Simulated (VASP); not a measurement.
# BN (Qingsongite) in VASP: notebook, part 2 of 2

VASP 6.6.1. Earlier steps stand in the parts before.

**5. Single point, PBE**

The input, INCAR:

```
SYSTEM = BN
PREC = Accurate ; ENCUT = 520
EDIFF = 1E-7 ; ISMEAR = 0
SIGMA = 0.01 ; LREAL = .False.
LASPH = .True. ; NELM = 100
ALGO = Normal ; ISIF = 2
LWAVE = .False. ; LCHARG = .False.
GGA = PE ; ISYM = 0
NBANDS = 11
```

The input, KPOINTS:

```
Automatic mesh
0
Gamma
  5 5 5
  0.5 0.5 0.5
```

The input, POSCAR:

```
BN
1.0
    0.0000000000      1.8075000000      1.8075000000
    1.8075000000      0.0000000000      1.8075000000
    1.8075000000      1.8075000000      0.0000000000
B N
1 1
Direct
   -0.0069156293      0.0069156293      0.0069156293
    0.2500000000      0.2500000000      0.2500000000
```

Potentials or basis: VASP PAW PBE potentials, release 64 (B, N).

The run is started by

```console
$ cat potpaw_PBE.64/B/POTCAR potpaw_PBE.64/N/POTCAR > POTCAR
$ mpirun -np 1 vasp_std > vasp.out
```

OUTCAR:

```text
SYSTEM = BN
   PREC = Accurate
   ENCUT = 520
   EDIFF = 1E-7
   ISMEAR = 0
   LREAL = .False.
   LASPH = .True.
   NELM = 100
   ISIF = 2
   GGA = PE
   ISYM = 0

 ion  position               nearest neighbor table
   1  0.993  0.007  0.007-   2 1.55   2 1.55   2 1.58   2 1.58
   2  0.250  0.250  0.250-   1 1.55   1 1.55   1 1.58   1 1.58

IMPORTANT INFORMATION: All symmetrisations will be switched off!
NOSYMM: (Re-)initialisation of all symmetry stuff for point group C_1.

----------------------------------------------------------------------------------------

                                     Primitive cell

  volume of cell :      11.8104

  direct lattice vectors                    reciprocal lattice vectors
     0.000000000  1.807500000  1.807500000    -0.276625173  0.276625173  0.276625173
     1.807500000  0.000000000  1.807500000     0.276625173 -0.276625173  0.276625173
     1.807500000  1.807500000  0.000000000     0.276625173  0.276625173 -0.276625173

  length of vectors
     2.556191014  2.556191014  2.556191014     0.479128854  0.479128854  0.479128854

  position of ions in fractional coordinates (direct lattice)
     0.993084371  0.006915629  0.006915629
     0.250000000  0.250000000  0.250000000

  ion indices of the primitive-cell ions
   primitive index   ion index
                 1           1
                 2           2

----------------------------------------------------------------------------------------

 KPOINTS: Automatic mesh

Automatic generation of k-mesh.
 Grid dimensions read from file:
 generate k-points for:    5    5    5

 Generating k-lattice:

  Cartesian coordinates                     Fractional coordinates (reciprocal lattice)
    -0.055325035  0.055325035  0.055325035     0.200000000  0.000000000  0.000000000
     0.055325035 -0.055325035  0.055325035     0.000000000  0.200000000  0.000000000
     0.055325035  0.055325035 -0.055325035     0.000000000  0.000000000  0.200000000

  Length of vectors
     0.095825771  0.095825771  0.095825771
[... 81 lines left out ...]
   AEXX    =    0.0000 exact exchange contribution
   IVDW    =     0    specifies the selected vdW correction
   LEPSILON=     F    determine dielectric tensor
   LRPA    =     F    only Hartree local field effects (RPA)
 non-spin polarized calculation
 Gauss-broadening in eV      SIGMA  =   0.01
  energy-cutoff  :      520.00
  volume of cell :       11.81
 maximum number of plane-waves:       332
   NGX =  9   NGY =  9   NGZ =  9

 number of electron       7.9999999 magnetization

 Free energy of the ion-electron system (eV)
  ---------------------------------------------------
  ext. energy  EPLUGINS =         0.00000000
  ---------------------------------------------------
  free energy    TOTEN  =       -17.44223428 eV

  energy without entropy =      -17.44223428  energy(sigma->0) =      -17.44223428

 E-fermi :   7.4392     XC(G=0): -12.8220

 val. band max:        7.3588539598   @ k =   0.1000   0.1000   0.1000
 cond. band min:      12.6238104115   @ k =   0.0000  -0.4000   0.5000
 fundamental gap:      5.2649564518
 Fermi energy:         7.4391879780

 k-point     1 :       0.1000    0.1000    0.1000
  band No.  band energies     occupation
      1     -12.5855      2.00000
      2       6.0014      2.00000
      3       7.0793      2.00000
      4       7.3589      2.00000
      5      16.4328      0.00000
      6      16.4819      0.00000
      7      16.7643      0.00000
      8      18.5925      0.00000
      9      31.8509      0.00000
     10      32.4955      0.00000
     11      32.5536      0.00000
[... 309 lines left out ...]
 k-point    24 :       0.4000    0.0000   -0.1000
  band No.  band energies     occupation
      1      -8.8341      2.00000
      2      -2.5542      2.00000
      3       4.5655      2.00000
      4       5.3909      2.00000
      5      17.5667      0.00000
      6      18.2912      0.00000
      7      18.8018      0.00000
      8      22.8292      0.00000
      9      29.8385      0.00000
     10      32.1094      0.00000
     11      34.2877      0.00000

 [... further k-points ...]

------------------------ aborting loop because EDIFF is reached ----------------------------------------

  FORCE on cell =-STRESS in cart. coord.  units (eV):
  Direction    XX          YY          ZZ          XY          YZ          ZX
  --------------------------------------------------------------------------------------
  -------------------------------------------------------------------------------------
  Total        0.2515261      0.2580287      0.2580287      0.0000002      0.0475234      0.0000002
  in kB       34.1215478     35.0036740     35.0036748      0.0000206      6.4469278      0.0000252
  external PRESSURE =      34.7096322 kB  Pullay stress =       0.0000000 kB

 VOLUME and BASIS-vectors are now :
 -----------------------------------------------------------------------------
  energy-cutoff  :      520.00
  volume of cell :       11.81
      direct lattice vectors                 reciprocal lattice vectors
     0.000000000  1.807500000  1.807500000    -0.276625173  0.276625173  0.276625173
     1.807500000  0.000000000  1.807500000     0.276625173 -0.276625173  0.276625173
     1.807500000  1.807500000  0.000000000     0.276625173  0.276625173 -0.276625173

 POSITION                                       TOTAL-FORCE (eV/Angst)
 -----------------------------------------------------------------------------------
      0.02500      1.80750      1.80750        -0.605291      0.000000      0.000000
      0.90375      0.90375      0.90375         0.605291     -0.000000     -0.000000
 -----------------------------------------------------------------------------------
    total drift:                               -0.000009      0.000003      0.000003

  FREE ENERGIE OF THE ION-ELECTRON SYSTEM (eV)
  ---------------------------------------------------
  free  energy   TOTEN  =       -17.4422342835 eV

  energy  without entropy=      -17.4422342835  energy(sigma->0) =      -17.44223428
```

OSZICAR:

```text
N       E                     dE             d eps       ncg     rms          rms(c)
DAV:   1     0.101511262181E+02    0.10151E+02   -0.49568E+03  5664   0.721E+02
DAV:   2    -0.178843398613E+02   -0.28035E+02   -0.27230E+02  6653   0.164E+02
DAV:   3    -0.184088570971E+02   -0.52452E+00   -0.52378E+00  6531   0.190E+01
DAV:   4    -0.184094418855E+02   -0.58479E-03   -0.58478E-03  5952   0.726E-01
DAV:   5    -0.184094424176E+02   -0.53209E-06   -0.53207E-06  6387   0.214E-02    0.671E+00
DAV:   6    -0.175283364991E+02    0.88111E+00   -0.29419E+00  5823   0.991E+00    0.327E+00
DAV:   7    -0.174563131284E+02    0.72023E-01   -0.10462E-01  6222   0.267E+00    0.192E+00
DAV:   8    -0.174419656685E+02    0.14347E-01   -0.35621E-02  6105   0.137E+00    0.193E-01
DAV:   9    -0.174421415421E+02   -0.17587E-03   -0.97392E-04  5922   0.260E-01    0.838E-02
DAV:  10    -0.174422289359E+02   -0.87394E-04   -0.12312E-04  6018   0.946E-02    0.151E-02
DAV:  11    -0.174422342462E+02   -0.53103E-05   -0.93102E-06  6280   0.250E-02    0.107E-02
DAV:  12    -0.174422342924E+02   -0.46161E-07   -0.16075E-06  6168   0.866E-03    0.638E-04
DAV:  13    -0.174422342835E+02    0.88473E-08   -0.23515E-08  2964   0.151E-03
   1 F= -.17442234E+02 E0= -.17442234E+02  d E =-.423725E-32
```

stdout:

```text
POSCAR found type information on POSCAR B N
 POSCAR found :  2 types and       2 ions
 scaLAPACK will be used
 LDA part: xc-table for (Slater+PW92), standard interpolation
 POSCAR, INCAR and KPOINTS ok, starting setup
 FFT: planning ... GRIDC
 FFT: planning ... GRID_SOFT
 FFT: planning ... GRID
 WAVECAR not read
 entering main loop
```

It took 19 s on 1 thread of AMD EPYC 9R45 (Zen 5), shared host; peak memory 0.11 GiB.

What came out:

```yaml
Free_energy: -17.4422 eV
Pressure: 3.5 GPa
Largest_force: 0.605 eV/Å
Band_gap_on_the_k_mesh: 5.26 eV, indirect (least direct gap 9.07 eV)
```

Forces in eV/Å, atoms in the order of the input:
```
B   -0.605  0.000  0.000
N    0.605  0.000  0.000
```

Caveat: the k points lie up to 0.60 Å⁻¹ apart. As with any semilocal functional, this PBE gap is likely too small.

**6. Single point, PBE**

The input, INCAR:

```
  ALGO = Normal
  EDIFF = 1E-6
  ENCUT = 520
  GGA = PE
  ISIF = 2
  ISMEAR = 0
  ISYM = 0
  LASPH = T
  LCHARG = F
  LREAL = F
  LWAVE = F
  NBANDS = 11
  NELM = 80
  PREC = Accurate
  SIGMA = 0.01
```

KPOINTS is that of step 5.

POSCAR: that of step 5 with these lines changed.

```diff
@@ -8,3 +8,3 @@
 Direct
-   -0.0069156293      0.0069156293      0.0069156293
+   -0.0138312586      0.0138312586      0.0138312586
     0.2500000000      0.2500000000      0.2500000000
```

Potentials or basis: VASP PAW PBE potentials, release 64 (B, N).

The run is started by

```console
$ cat potpaw_PBE.64/B/POTCAR potpaw_PBE.64/N/POTCAR > POTCAR
$ mpirun -np 1 vasp_std > vasp.out
```

Wall time 17 s (1 thread of AMD EPYC 9R45 (Zen 5), shared host); peak memory 0.11 GiB.

It converged, with:

| Property | Result |
| --- | --- |
| Free energy | -17.4196 eV |
| Pressure | 4.0 GPa |
| Largest force | 1.206 eV/Å |
| Band gap on the k mesh | 5.04 eV, indirect (least direct gap 8.73 eV) |

Forces on the atoms (eV/Å):
```
B   -1.206  0.000  0.000
N    1.206  0.000  0.000
```

Stress tensor (GPa, compression positive):
```
3.79 0.00 0.00
0.00 4.14 1.30
0.00 1.30 4.14
```

Levels at points of the mesh, in eV from the valence-band top:
```tsv
k point	band 1	band 2	band 3	band 4	band 5	band 6	band 7	band 8	band 9
(0.50, 0.50, 0.50)	-16.18	-10.92	-2.33	-1.74	9.90	10.09	11.32	15.26	22.99
(0.50, 0.00, 0.00)	-16.18	-10.92	-2.33	-1.74	9.90	10.09	11.32	15.26	22.99
(0.00, 0.00, 0.50)	-16.16	-10.76	-2.47	-1.82	9.62	10.26	11.04	14.92	23.52
(0.00, 0.50, 0.00)	-16.16	-10.76	-2.47	-1.82	9.62	10.26	11.04	14.92	23.52
```

Caveat: the k points lie up to 0.60 Å⁻¹ apart; forces of over 1 eV/Å act on the atoms, so gaps and moduli don't describe the material at rest. PBE gaps usually lie below the measured ones, often by a third to a half.
